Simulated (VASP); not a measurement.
# SiF2 (P-3m1) in VASP: single point with r2SCAN

Aim: the single point of SiF2 with r2SCAN.

All numbers are computed with VASP 6.6.1; they aren't measurements. Logs are shortened: lines on timing, memory, paths and dates and some standing lists are left out, and cuts for length are marked.

### Step 1. The cell of the first run

Symmetry: P-3m1, No. 164, trigonal system. Conventional cell: a = 3.255 Å, b = 3.255 Å, c = 5.103 Å, α = 90.00°, β = 90.00°, γ = 120.00°. Si (site symmetry -3m) has 6 F at 2.32 Å within 3.1 Å. Within 3.1 Å of F (site symmetry 3m) lie 3 Si at 2.32 Å and 3 F at 3.05 Å.

### Step 2. Single point, r2SCAN

The input, POSCAR:

```
SiF2
1.0
    3.2552720000      0.0000000000      0.0000000000
   -1.6276360000      2.8191490000      0.0000000000
    0.0000000000      0.0000000000      5.1034750000
Si F
1 2
Direct
    0.0000000000      0.0000000000      0.0000000000
    0.3333300000      0.6666700000      0.2650000000
    0.6666700000      0.3333300000      0.7350000000
```

The input, INCAR.step1:

```
SYSTEM = SiF2
PREC = Accurate
ENCUT = 770
ISMEAR = 1
SIGMA = 0.1383
LREAL = .FALSE.
LASPH = .TRUE.
NELM = 120
NBANDS = 16
ISYM = -1
GGA = PE
ALGO = Normal
EDIFF = 1E-5
LWAVE = .TRUE.
LCHARG = .FALSE.
GGA_COMPAT = .FALSE.
```

The input, INCAR.step2:

```
SYSTEM = SiF2
PREC = Accurate
ENCUT = 770
EDIFF = 1E-6
ISMEAR = 1
SIGMA = 0.1383
LREAL = .FALSE.
LASPH = .TRUE.
NELM = 120
ALGO = Normal
ISIF = 2
LWAVE = .FALSE.
LCHARG = .TRUE.
METAGGA = R2SCAN
LMIXTAU = .TRUE.
LELF = .TRUE.
LVHAR = .TRUE.
NBANDS = 16
ISYM = -1
ISTART = 1
GGA_COMPAT = .FALSE.
```

The input, KPOINTS:

```
explicit points
72
Reciprocal
  0.08333333   0.08333333   0.12500000 2
  0.08333333   0.08333333   0.37500000 2
  0.08333333   0.08333333   0.62500000 2
  0.08333333   0.08333333   0.87500000 2
  0.08333333   0.25000000   0.12500000 2
  0.08333333   0.25000000   0.37500000 2
  0.08333333   0.25000000   0.62500000 2
  0.08333333   0.25000000   0.87500000 2
  0.08333333   0.41666667   0.12500000 2
  0.08333333   0.41666667   0.37500000 2
  0.08333333   0.41666667   0.62500000 2
  0.08333333   0.41666667   0.87500000 2
  0.08333333   0.58333333   0.12500000 2
  0.08333333   0.58333333   0.37500000 2
  0.08333333   0.58333333   0.62500000 2
  0.08333333   0.58333333   0.87500000 2
  0.08333333   0.75000000   0.12500000 2
  0.08333333   0.75000000   0.37500000 2
  0.08333333   0.75000000   0.62500000 2
  0.08333333   0.75000000   0.87500000 2
  0.08333333   0.91666667   0.12500000 2
  0.08333333   0.91666667   0.37500000 2
  0.08333333   0.91666667   0.62500000 2
  0.08333333   0.91666667   0.87500000 2
  0.25000000   0.08333333   0.12500000 2
  0.25000000   0.08333333   0.37500000 2
  0.25000000   0.08333333   0.62500000 2
  0.25000000   0.08333333   0.87500000 2
  0.25000000   0.25000000   0.12500000 2
  0.25000000   0.25000000   0.37500000 2
  0.25000000   0.25000000   0.62500000 2
  0.25000000   0.25000000   0.87500000 2
  0.25000000   0.41666667   0.12500000 2
  0.25000000   0.41666667   0.37500000 2
  0.25000000   0.41666667   0.62500000 2
  0.25000000   0.41666667   0.87500000 2
  0.25000000   0.58333333   0.12500000 2
  0.25000000   0.58333333   0.37500000 2
  0.25000000   0.58333333   0.62500000 2
  0.25000000   0.58333333   0.87500000 2
  0.25000000   0.75000000   0.12500000 2
  0.25000000   0.75000000   0.37500000 2
  0.25000000   0.75000000   0.62500000 2
  0.25000000   0.75000000   0.87500000 2
  0.25000000   0.91666667   0.12500000 2
  0.25000000   0.91666667   0.37500000 2
  0.25000000   0.91666667   0.62500000 2
  0.25000000   0.91666667   0.87500000 2
  0.41666667   0.08333333   0.12500000 2
  0.41666667   0.08333333   0.37500000 2
  0.41666667   0.08333333   0.62500000 2
  0.41666667   0.08333333   0.87500000 2
  0.41666667   0.25000000   0.12500000 2
  0.41666667   0.25000000   0.37500000 2
  0.41666667   0.25000000   0.62500000 2
  0.41666667   0.25000000   0.87500000 2
  0.41666667   0.41666667   0.12500000 2
  0.41666667   0.41666667   0.37500000 2
  0.41666667   0.41666667   0.62500000 2
  0.41666667   0.41666667   0.87500000 2
  0.41666667   0.58333333   0.12500000 2
  0.41666667   0.58333333   0.37500000 2
  0.41666667   0.58333333   0.62500000 2
  0.41666667   0.58333333   0.87500000 2
  0.41666667   0.75000000   0.12500000 2
  0.41666667   0.75000000   0.37500000 2
  0.41666667   0.75000000   0.62500000 2
  0.41666667   0.75000000   0.87500000 2
  0.41666667   0.91666667   0.12500000 2
  0.41666667   0.91666667   0.37500000 2
  0.41666667   0.91666667   0.62500000 2
  0.41666667   0.91666667   0.87500000 2
```

Potentials or basis: VASP PAW PBE potentials, release 64 (Si, F).

On the command line:

```console
$ cat potpaw_PBE.64/Si/POTCAR potpaw_PBE.64/F/POTCAR > POTCAR
$ cp INCAR.step1 INCAR
$ mpirun -np 1 vasp_std > vasp.out
$ cp INCAR.step2 INCAR
$ mpirun -np 1 vasp_std > vasp.out
```

OUTCAR:

```text
SYSTEM = SiF2
   PREC = Accurate
   ENCUT = 770
   EDIFF = 1E-6
   ISMEAR = 1
   LREAL = .FALSE.
   LASPH = .TRUE.
   NELM = 120
   ISIF = 2
   METAGGA = R2SCAN
   ISYM = -1
   ISTART = 1

 ion  position               nearest neighbor table
   1  0.000  0.000  0.000-   2 2.32   3 2.32   3 2.32   2 2.32   3 2.32   2 2.32
   2  0.333  0.667  0.265-   1 2.32   1 2.32   1 2.32
   3  0.667  0.333  0.735-   1 2.32   1 2.32   1 2.32

IMPORTANT INFORMATION: All symmetrisations will be switched off!
NOSYMM: (Re-)initialisation of all symmetry stuff for point group C_1.

----------------------------------------------------------------------------------------

                                     Primitive cell

  volume of cell :      46.8351

  direct lattice vectors                    reciprocal lattice vectors
     3.255272000  0.000000000  0.000000000     0.307193992  0.177358487  0.000000000
    -1.627636000  2.819149000  0.000000000     0.000000000  0.354716973  0.000000000
     0.000000000  0.000000000  5.103475000     0.000000000  0.000000000  0.195944920

  length of vectors
     3.255272000  3.255272651  5.103475000     0.354717044  0.354716973  0.195944920

  position of ions in fractional coordinates (direct lattice)
     0.000000000  0.000000000  0.000000000
     0.333330000  0.666670000  0.265000000
     0.666670000  0.333330000  0.735000000

  ion indices of the primitive-cell ions
   primitive index   ion index
                 1           1
                 2           2
                 3           3

----------------------------------------------------------------------------------------

 KPOINTS: explicit points

Read explicit list of k-points.

 Found     72 k-points:

 Following reciprocal coordinates:
            Coordinates               Weight
  0.083333  0.083333  0.125000      0.013889
  0.083333  0.083333  0.375000      0.013889
  0.083333  0.083333  0.625000      0.013889
  0.083333  0.083333  0.875000      0.013889
  0.083333  0.250000  0.125000      0.013889
  0.083333  0.250000  0.375000      0.013889
[... 16 lines left out ...]
  0.083333  0.916667  0.625000      0.013889
  0.083333  0.916667  0.875000      0.013889
 [... further k-points ...]
   k-points           NKPTS =     72   k-points in BZ     NKDIM =     72   number of bands    NBANDS=     16
   number of dos      NEDOS =    301   number of ions     NIONS =      3
   total plane-waves  NPLWV =  43200
   dimension x,y,z NGX =    30 NGY =   30 NGZ =   48
   dimension x,y,z NGXF=    60 NGYF=   60 NGZF=   96
   ions per type =               1   2
   NGX,Y,Z   is equivalent  to a cutoff of  15.32, 15.32, 15.64 a.u.
   NGXF,Y,Z  is equivalent  to a cutoff of  30.64, 30.64, 31.27 a.u.
 SYSTEM =  SiF2
   PREC   = accura    normal or accurate (medium, high low for compatibility)
   ISTART =      1    job   : 0-new  1-cont  2-samecut
   ICHARG =      0    charge: 1-file 2-atom 10-const
   ISPIN  =      1    spin polarized calculation?
   LNONCOLLINEAR =      F non collinear calculations
   LSORBIT =      F    spin-orbit coupling
   LASPH  =      T    aspherical Exc in radial PAW
   ENCUT  =  770.0 eV  56.59 Ry    7.52 a.u.   7.37  7.37 11.55*2*pi/ulx,y,z
   NELM   =    120;   NELMIN=  2; NELMDL=  0     # of ELM steps
   EDIFF  = 0.1E-05   stopping-criterion for ELM
   LREAL  =      F    real-space projection
   EDIFFG = 0.1E-04   stopping-criterion for IOM
   NSW    =      0    number of steps for IOM
   IBRION =     -1    ionic relax: 0-MD 1-quasi-New 2-CG
   NFREE  =      0    steps in history (QN), initial steepest desc. (CG)
   ISIF   =      2    stress and relaxation
   ISYM   =     -1    0-nonsym 1-usesym 2-fastsym
   POTIM  = 0.5000    time-step for ionic-motion
   TEBEG  =    0.0;   TEEND  =   0.0 temperature during run
   PSTRESS=    0.0 pullay stress
   NELECT =      18.0000    total number of electrons
   NUPDOWN=      -1.0000    fix difference up-down
   EMIN   =  10.00;   EMAX   =-10.00  energy-range for DOS
   EFERMI =   0.00;   METHOD = LEGACY
   ISMEAR =     1;   SIGMA  =   0.14  broadening in eV -4-tet -1-fermi 0-gaus
   EFERMI_NEDOS =   21; number of points for ismear=-14 and -15
   IALGO  =     38    algorithm
   IMIX   =      4    mixing-type and parameters
     AMIX     =   0.40;   BMIX     =  1.00
     AMIX_MAG =   1.60;   BMIX_MAG =  1.00
  volume/ion in A,a.u.               =      15.61       105.35
  Fermi-wavevector in a.u.,A,eV,Ry     =   1.190260  2.249266 19.275636  1.416719
  Thomas-Fermi vector in A             =   2.326349
   LORBIT       =      0    0 simple, 1 ext, 2 COOP (PROOUT), +10 PAW based schemes
   METAGGA = R2SCAN    functional components
   LHFCALC =     F    Hartree Fock is set to
   AEXX    =    0.0000 exact exchange contribution
   IVDW    =     0    specifies the selected vdW correction
   LEPSILON=     F    determine dielectric tensor
   LRPA    =     F    only Hartree local field effects (RPA)
 non-spin polarized calculation
 Methfessel and Paxton  Order N= 1 SIGMA  =   0.14
  energy-cutoff  :      770.00
  volume of cell :       46.84
 maximum number of plane-waves:      2292
 NGX is ok and might be reduce to    30
   NGX = 15   NGY = 15   NGZ = 23

 number of electron      18.0000005 magnetization

 Free energy of the ion-electron system (eV)
  ---------------------------------------------------
  ext. energy  EPLUGINS =         0.00000000
  ---------------------------------------------------
  free energy    TOTEN  =       -18.96596805 eV

  energy without entropy =      -18.96899901  energy(sigma->0) =      -18.96697837

 E-fermi :   0.6420     XC(G=0):  -9.2278

 val. band max:        0.5763740883   @ k =   0.2500   0.4167   0.3750
 cond. band min:       3.3417618404   @ k =   0.4167   0.0833   0.1250
 fundamental gap:      2.7653877521
 Fermi energy:         0.6419650859

 k-point     1 :       0.0833    0.0833    0.1250
  band No.  band energies     occupation
      1     -23.0258      2.00000
      2     -22.7273      2.00000
      3      -7.0451      2.00000
      4      -3.3025      2.00000
      5      -3.2593      2.00000
      6      -2.9171      2.00000
[... 8 lines left out ...]
     15      13.8458      0.00000
     16      15.2623      0.00000

 k-point     2 :       0.0833    0.0833    0.3750
  band No.  band energies     occupation
      1     -22.9552      2.00000
      2     -22.8014      2.00000
      3      -7.0012      2.00000
      4      -3.3669      2.00000
      5      -3.1362      2.00000
      6      -3.0046      2.00000
[... 8 lines left out ...]
     15      13.3326      0.00000
     16      14.4529      0.00000

 k-point     3 :       0.0833    0.0833    0.6250
  band No.  band energies     occupation
      1     -22.9552      2.00000
      2     -22.8014      2.00000
      3      -7.0012      2.00000
      4      -3.3669      2.00000
      5      -3.1362      2.00000
      6      -3.0046      2.00000
[... 8 lines left out ...]
     15      13.3326      0.00000
     16      14.4529      0.00000

 k-point     4 :       0.0833    0.0833    0.8750
  band No.  band energies     occupation
      1     -23.0258      2.00000
      2     -22.7273      2.00000
      3      -7.0451      2.00000
      4      -3.3025      2.00000
      5      -3.2593      2.00000
      6      -2.9171      2.00000
[... 8 lines left out ...]
     15      13.8458      0.00000
     16      15.2623      0.00000

 k-point     5 :       0.0833    0.2500    0.1250
  band No.  band energies     occupation
      1     -22.8928      2.00000
      2     -22.6880      2.00000
      3      -6.7184      2.00000
      4      -4.0176      2.00000
      5      -3.7508      2.00000
      6      -3.2425      2.00000
[... 8 lines left out ...]
     15      14.3490      0.00000
     16      16.3787      0.00000

 k-point     6 :       0.0833    0.2500    0.3750
  band No.  band energies     occupation
      1     -22.8430      2.00000
      2     -22.7388      2.00000
      3      -6.7473      2.00000
      4      -4.1194      2.00000
      5      -3.4930      2.00000
      6      -3.1445      2.00000
[... 8 lines left out ...]
     15      13.7135      0.00000
     16      15.9772      0.00000
[... 267 lines left out ...]
 k-point    21 :       0.0833    0.9167    0.1250
  band No.  band energies     occupation
      1     -23.0593      2.00000
      2     -22.7394      2.00000
      3      -7.1333      2.00000
      4      -3.0715      2.00000
      5      -2.9156      2.00000
      6      -2.8867      2.00000
[... 8 lines left out ...]
     15      13.9723      0.00000
     16      14.1249      0.00000

 k-point    22 :       0.0833    0.9167    0.3750
  band No.  band energies     occupation
      1     -22.9843      2.00000
      2     -22.8185      2.00000
      3      -7.0649      2.00000
      4      -3.2173      2.00000
      5      -2.9775      2.00000
      6      -2.8518      2.00000
[... 8 lines left out ...]
     15      13.4733      0.00000
     16      13.8922      0.00000

 k-point    23 :       0.0833    0.9167    0.6250
  band No.  band energies     occupation
      1     -22.9842      2.00000
      2     -22.8186      2.00000
      3      -7.0633      2.00000
      4      -3.2448      2.00000
      5      -2.9533      2.00000
      6      -2.8959      2.00000
[... 8 lines left out ...]
     15      13.3645      0.00000
     16      13.9315      0.00000

 k-point    24 :       0.0833    0.9167    0.8750
  band No.  band energies     occupation
      1     -23.0593      2.00000
      2     -22.7394      2.00000
      3      -7.1318      2.00000
      4      -3.0549      2.00000
      5      -2.9525      2.00000
      6      -2.9381      2.00000
[... 8 lines left out ...]
     15      14.0134      0.00000
     16      14.1876      0.00000

 [... further k-points ...]

------------------------ aborting loop because EDIFF is reached ----------------------------------------

  FORCE on cell =-STRESS in cart. coord.  units (eV):
  Direction    XX          YY          ZZ          XY          YZ          ZX
  --------------------------------------------------------------------------------------
  -------------------------------------------------------------------------------------
  Total       -0.9045197     -0.9058015     -3.6786939     -0.0011081     -0.0011987      0.0020771
  in kB      -30.9426362    -30.9864861   -125.8441218     -0.0379053     -0.0410077      0.0710553
  external PRESSURE =     -62.5910813 kB  Pullay stress =       0.0000000 kB

 VOLUME and BASIS-vectors are now :
 -----------------------------------------------------------------------------
  energy-cutoff  :      770.00
  volume of cell :       46.84
      direct lattice vectors                 reciprocal lattice vectors
     3.255272000  0.000000000  0.000000000     0.307193992  0.177358487  0.000000000
    -1.627636000  2.819149000  0.000000000     0.000000000  0.354716973  0.000000000
     0.000000000  0.000000000  5.103475000     0.000000000  0.000000000  0.195944920

 POSITION                                       TOTAL-FORCE (eV/Angst)
 -----------------------------------------------------------------------------------
      0.00000      0.00000      0.00000         0.000000      0.000000     -0.000000
     -0.00002      1.87944      1.35242         0.000419     -0.000241     -1.337187
      1.62765      0.93971      3.75105        -0.000419      0.000241      1.337187
 -----------------------------------------------------------------------------------
    total drift:                               -0.000000     -0.000000     -0.000000

  FREE ENERGIE OF THE ION-ELECTRON SYSTEM (eV)
  ---------------------------------------------------
  free  energy   TOTEN  =       -18.9659680541 eV

  energy  without entropy=      -18.9689990106  energy(sigma->0) =      -18.96697837
```

Run time: 5.4 min. Hardware: 1 thread of Intel Xeon Platinum 8259CL at 2.50GHz (Skylake/Cascade Lake), shared host; peak memory 0.25 GiB.

What came out:

| Item | Value |
| --- | --- |
| Free energy | -18.9660 eV |
| Pressure | -6.3 GPa |
| Largest force | 1.337 eV/Å |
| Band gap on the k mesh | 2.77 eV (least direct gap 2.90 eV) |

Forces in eV/Å, atoms in the order of the input:
```
Si   0.000  0.000  0.000
F    0.000  0.000 -1.337
F    0.000  0.000  1.337
```

Caveat: the stress differs along the axes, from -13 to -3 GPa; the PAW data sets were made with another functional, which shifts forces and pressure a little; a shifted mesh leaves out Γ, where band edges can lie. A k mesh can miss the band edges.
